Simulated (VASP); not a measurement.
# Ti4RuC (P4/nmm) in VASP: single point with PBE

Aim: the single point of Ti4RuC with PBE.

Everything below comes from runs of VASP 6.6.1. Logs are shortened: lines on timing, memory, paths and dates and some standing lists are left out, and cuts for length are marked.

### Step 1. The cell of the first run

The structure is tetragonal, space group P4/nmm (No. 129). Conventional cell: a = 3.080 Å, b = 3.080 Å, c = 17.972 Å, α = 90.00°, β = 90.00°, γ = 90.00°. Within 3.5 Å of Ti (site symmetry 4mm) lie 4 Ru at 2.68 Å and 9 Ti at 2.85 to 3.08 Å. Within 2.7 Å of Ti (site symmetry 4mm) lie 1 C at 2.07 Å and 4 Ru at 2.62 Å. Ti (site symmetry 4mm) has 5 C at 2.12 to 2.18 Å within 2.8 Å. Ti (site symmetry 4mm) has 12 Ti at 2.85 to 3.08 Å and 1 Ru at 3.40 Å within 3.7 Å. Within 3.5 Å of Ru (site symmetry 4mm) lie 9 Ti at 2.62 to 3.40 Å and 4 Ru at 3.08 Å. C (site symmetry 4mm) has 6 Ti at 2.07 to 2.18 Å within 2.7 Å.

### Step 2. Single point, PBE

Contents of INCAR:

```
SYSTEM = Ti4RuC
PREC     = Accurate       ! precision mode
ENCUT    = 520            ! plane-wave cutoff, eV
EDIFF    = 1E-7           ! SCF threshold, eV
ISMEAR   = 0              ! smearing method
SIGMA    = 0.1            ! smearing width, eV
LREAL    = .False.        ! projectors in reciprocal space
LASPH    = .True.         ! aspherical terms in the spheres
NELM     = 60             ! most SCF steps
ALGO     = Normal         ! electronic algorithm
ISIF     = 2              ! what is computed and relaxed
LWAVE    = .False.        ! write WAVECAR
LCHARG   = .True.         ! write CHGCAR
GGA      = PE             ! functional
LELF     = .True.         ! ELF
LVHAR    = .True.       
NBANDS   = 78             ! bands
```

Contents of KPOINTS:

```
Automatic mesh
0
Gamma
  10 10 2
  0 0 0
```

Contents of POSCAR:

```
Ti4RuC
1.0
    3.0795688119      0.0000000000      0.0000000000
    0.0000000000      3.0795688119      0.0000000000
    0.0000000000      0.0000000000     17.9723257276
Ti Ru C
8 2 2
Direct
    0.0000000000      0.5000000000      0.6545928996
    0.5000000000      0.0000000000      0.1772532083
    0.5000000000      0.0000000000      0.9437255314
    0.0000000000      0.5000000000      0.8227467917
    0.0000000000      0.5000000000      0.0562744686
    0.5000000000      0.0000000000      0.3454071004
    0.5000000000      0.0000000000      0.5526937051
    0.0000000000      0.5000000000      0.4473062949
    0.5000000000      0.0000000000      0.7417545751
    0.0000000000      0.5000000000      0.2582454249
    0.5000000000      0.0000000000      0.0619225618
    0.0000000000      0.5000000000      0.9380774382
```

Potentials or basis: VASP PAW PBE potentials, release 64 (Ti_sv, Ru_pv, C).

Launch:

```
$ cat potpaw_PBE.64/Ti_sv/POTCAR potpaw_PBE.64/Ru_pv/POTCAR potpaw_PBE.64/C/POTCAR > POTCAR
$ mpirun -np 1 vasp_std > vasp.out
```

OUTCAR:

```text
SYSTEM = Ti4RuC
   PREC = Accurate
   ENCUT = 520
   EDIFF = 1E-7
   ISMEAR = 0
   LREAL = .False.
   LASPH = .True.
   NELM = 60
   ISIF = 2
   GGA = PE

 ion  position               nearest neighbor table
   1  0.000  0.500  0.655-   9 2.68   9 2.68   9 2.68   9 2.68   7 2.85   7 2.85   7 2.85   7 2.85

   2  0.500  0.000  0.177-  11 2.07  10 2.62  10 2.62  10 2.62  10 2.62
   3  0.500  0.000  0.944-  11 2.12  12 2.18  12 2.18  12 2.18  12 2.18
   4  0.000  0.500  0.823-  12 2.07   9 2.62   9 2.62   9 2.62   9 2.62
   5  0.000  0.500  0.056-  12 2.12  11 2.18  11 2.18  11 2.18  11 2.18
   6  0.500  0.000  0.345-  10 2.68  10 2.68  10 2.68  10 2.68   8 2.85   8 2.85   8 2.85   8 2.85
[... 5 lines left out ...]
   9  0.500  0.000  0.742-   4 2.62   4 2.62   4 2.62   4 2.62   1 2.68   1 2.68   1 2.68   1 2.68

  10  0.000  0.500  0.258-   2 2.62   2 2.62   2 2.62   2 2.62   6 2.68   6 2.68   6 2.68   6 2.68

  11  0.500  0.000  0.062-   2 2.07   3 2.12   5 2.18   5 2.18   5 2.18   5 2.18
  12  0.000  0.500  0.938-   4 2.07   5 2.12   3 2.18   3 2.18   3 2.18   3 2.18

  LATTYP: Found a simple tetragonal cell.
 ALAT       =     3.0795688119
 C/A-ratio  =     5.8359877065

  Lattice vectors:

 A1 = (   3.0795688119,   0.0000000000,   0.0000000000)
 A2 = (   0.0000000000,   3.0795688119,   0.0000000000)
 A3 = (   0.0000000000,   0.0000000000,  17.9723257276)

Analysis of symmetry for initial positions (statically):
=====================================================================
 Subroutine PRICEL returns:
 Original cell was already a primitive cell.

 Routine SETGRP: Setting up the symmetry group for a
 simple tetragonal supercell.

 Subroutine GETGRP returns: Found 16 space group operations
 (whereof  8 operations were pure point group operations)
 out of a pool of 16 trial point group operations.

The static configuration has the point symmetry D_2d.
 The point group associated with its full space group is D_4h.

Analysis of symmetry for dynamics (positions and initial velocities):
=====================================================================
 Subroutine PRICEL returns:
 Original cell was already a primitive cell.

 Routine SETGRP: Setting up the symmetry group for a
 simple tetragonal supercell.

 Subroutine GETGRP returns: Found 16 space group operations
 (whereof  8 operations were pure point group operations)
 out of a pool of 16 trial point group operations.
[... 132 lines left out ...]
   PSTRESS=    0.0 pullay stress
   NELECT =     132.0000    total number of electrons
   NUPDOWN=      -1.0000    fix difference up-down
   EMIN   =  10.00;   EMAX   =-10.00  energy-range for DOS
   EFERMI =   0.00;   METHOD = LEGACY
   ISMEAR =     0;   SIGMA  =   0.10  broadening in eV -4-tet -1-fermi 0-gaus
   EFERMI_NEDOS =   21; number of points for ismear=-14 and -15
   IALGO  =     38    algorithm
   IMIX   =      4    mixing-type and parameters
     AMIX     =   0.40;   BMIX     =  1.00
     AMIX_MAG =   1.60;   BMIX_MAG =  1.00
  volume/ion in A,a.u.               =      14.20        95.85
  Fermi-wavevector in a.u.,A,eV,Ry     =   1.503389  2.840994 30.751605  2.260179
  Thomas-Fermi vector in A             =   2.614506
   LORBIT       =      0    0 simple, 1 ext, 2 COOP (PROOUT), +10 PAW based schemes
   GGA     = PE    functional components
   LHFCALC =     F    Hartree Fock is set to
   AEXX    =    0.0000 exact exchange contribution
   IVDW    =     0    specifies the selected vdW correction
   LEPSILON=     F    determine dielectric tensor
   LRPA    =     F    only Hartree local field effects (RPA)
 non-spin polarized calculation
 Gauss-broadening in eV      SIGMA  =   0.10
  energy-cutoff  :      520.00
  volume of cell :      170.44
 maximum number of plane-waves:      4624
 NGX is ok and might be reduce to    24
   NGX = 11   NGY = 11   NGZ = 67

 number of electron     132.0000041 magnetization

 Free energy of the ion-electron system (eV)
  ---------------------------------------------------
  ext. energy  EPLUGINS =         0.00000000
  ---------------------------------------------------
  free energy    TOTEN  =      -106.07429040 eV

  energy without entropy =     -106.01592956  energy(sigma->0) =     -106.04510998

 E-fermi :   9.2912     XC(G=0): -12.2394

 val. band max:        9.2870521135   @ k =   0.5000   0.4000   0.5000
 cond. band min:       9.2939252052   @ k =   0.3000   0.2000   0.0000
 fundamental gap:      0.0068730917
 Fermi energy:         9.2912170811

 k-point     1 :       0.0000    0.0000    0.0000
  band No.  band energies     occupation
      1     -47.6074      2.00000
      2     -47.6070      2.00000
      3     -47.4515      2.00000
      4     -47.4460      2.00000
      5     -47.3526      2.00000
      6     -47.2843      2.00000
[... 1933 lines left out ...]
     77      10.7889      0.00000
     78      10.9277      0.00000

 [... further k-points ...]

------------------------ aborting loop because EDIFF is reached ----------------------------------------

  FORCE on cell =-STRESS in cart. coord.  units (eV):
  Direction    XX          YY          ZZ          XY          YZ          ZX
  --------------------------------------------------------------------------------------
  -------------------------------------------------------------------------------------
  Total       -0.0961524     -0.0961524     -0.0664874      0.0000000     -0.0000000      0.0000000
  in kB       -0.9038298     -0.9038298     -0.6249793      0.0000000     -0.0000000      0.0000000
  external PRESSURE =      -0.8108796 kB  Pullay stress =       0.0000000 kB

 VOLUME and BASIS-vectors are now :
 -----------------------------------------------------------------------------
  energy-cutoff  :      520.00
  volume of cell :      170.44
      direct lattice vectors                 reciprocal lattice vectors
     3.079568812  0.000000000  0.000000000     0.324720784  0.000000000  0.000000000
     0.000000000  3.079568812  0.000000000     0.000000000  0.324720784  0.000000000
     0.000000000  0.000000000 17.972325728     0.000000000  0.000000000  0.055641101

 POSITION                                       TOTAL-FORCE (eV/Angst)
 -----------------------------------------------------------------------------------
      0.00000      1.53978     11.76456        -0.000000     -0.000000     -0.005197
      1.53978      0.00000      3.18565        -0.000000      0.000000      0.008075
      1.53978      0.00000     16.96094         0.000000      0.000000     -0.012825
      0.00000      1.53978     14.78667        -0.000000      0.000000     -0.008075
      0.00000      1.53978      1.01138        -0.000000      0.000000      0.012825
      1.53978      0.00000      6.20777         0.000000      0.000000      0.005197
      1.53978      0.00000      9.93319        -0.000000      0.000000     -0.001274
      0.00000      1.53978      8.03913        -0.000000     -0.000000      0.001274
      1.53978      0.00000     13.33105        -0.000000      0.000000     -0.003515
      0.00000      1.53978      4.64127         0.000000     -0.000000      0.003515
      1.53978      0.00000      1.11289         0.000000     -0.000000      0.001532
      0.00000      1.53978     16.85943        -0.000000      0.000000     -0.001532
 -----------------------------------------------------------------------------------
    total drift:                                0.000000      0.000000      0.000000

  FREE ENERGIE OF THE ION-ELECTRON SYSTEM (eV)
  ---------------------------------------------------
  free  energy   TOTEN  =      -106.0742903999 eV

  energy  without entropy=     -106.0159295559  energy(sigma->0) =     -106.04510998
```

OSZICAR:

```text
N       E                     dE             d eps       ncg     rms          rms(c)
DAV:   1     0.206195973848E+04    0.20620E+04   -0.66072E+04  6552   0.211E+03
DAV:   2     0.173193189606E+03   -0.18888E+04   -0.18516E+04  6552   0.683E+02
DAV:   3    -0.908630542873E+02   -0.26406E+03   -0.25456E+03  9582   0.217E+02
DAV:   4    -0.124437143474E+03   -0.33574E+02   -0.33084E+02  9464   0.688E+01
[... 14 lines left out ...]
DAV:  19    -0.106074291011E+03    0.17051E-04   -0.94055E-05  9128   0.578E-02    0.156E-02
DAV:  20    -0.106074290745E+03    0.26616E-06   -0.94172E-06  9680   0.143E-02    0.816E-03
DAV:  21    -0.106074290563E+03    0.18238E-06   -0.45147E-06  9136   0.127E-02    0.230E-03
DAV:  22    -0.106074290441E+03    0.12217E-06   -0.55225E-07  7184   0.456E-03    0.120E-03
DAV:  23    -0.106074290400E+03    0.40698E-07   -0.74295E-08  4512   0.244E-03
   1 F= -.10607429E+03 E0= -.10604511E+03  d E =-.583608E-01
```

stdout:

```text
POSCAR found type information on POSCAR TiRuC
 POSCAR found :  3 types and      12 ions
 scaLAPACK will be used
 LDA part: xc-table for (Slater+PW92), standard interpolation
 POSCAR, INCAR and KPOINTS ok, starting setup
 FFT: planning ... GRIDC
 FFT: planning ... GRID_SOFT
 FFT: planning ... GRID
 WAVECAR not read
 entering main loop
```

Wall time 11 min (1 thread of Intel Xeon 6975P-C (Granite Rapids), shared host); peak memory 0.55 GiB.

Results:

| Property | Result |
| --- | --- |
| Free energy | -106.0743 eV |
| Pressure | -0.1 GPa |
| Largest force | 0.013 eV/Å |
| Band gap on the k mesh | zero (band 66 reaches 9.61 eV, above the bottom of band 67 at 8.85 eV) |

Forces on the atoms (eV/Å):
```
Ti   0.000  0.000 -0.005
Ti   0.000  0.000  0.008
Ti   0.000  0.000 -0.013
Ti   0.000  0.000 -0.008
Ti   0.000  0.000  0.013
Ti   0.000  0.000  0.005
Ti   0.000  0.000 -0.001
Ti   0.000  0.000  0.001
Ru   0.000  0.000 -0.004
Ru   0.000  0.000  0.004
C    0.000  0.000  0.002
C    0.000  0.000 -0.002
```

Levels at points of the mesh, in eV from the Fermi level:
| k point | band 63 | band 64 | band 65 | band 66 | band 67 | band 68 | band 69 | band 70 |
| --- | --- | --- | --- | --- | --- | --- | --- | --- |
| (0.00, 0.00, 0.00) | -0.32 | -0.30 | -0.30 | -0.15 | -0.01 | 0.68 | 0.68 | 0.77 |
| (0.50, 0.00, 0.00) | -0.08 | -0.08 | 0.27 | 0.27 | 0.51 | 0.51 | 0.52 | 0.52 |
| (0.50, 0.50, 0.00) | -0.85 | -0.85 | -0.19 | -0.19 | 0.37 | 0.37 | 0.62 | 0.62 |
| (0.00, 0.00, 0.50) | -0.32 | -0.32 | -0.30 | -0.30 | 0.37 | 0.52 | 0.72 | 0.72 |
| (0.50, 0.00, 0.50) | -0.05 | -0.05 | 0.28 | 0.28 | 0.50 | 0.50 | 0.52 | 0.52 |
| (0.50, 0.50, 0.50) | -0.77 | -0.77 | -0.28 | -0.28 | 0.47 | 0.47 | 0.62 | 0.62 |
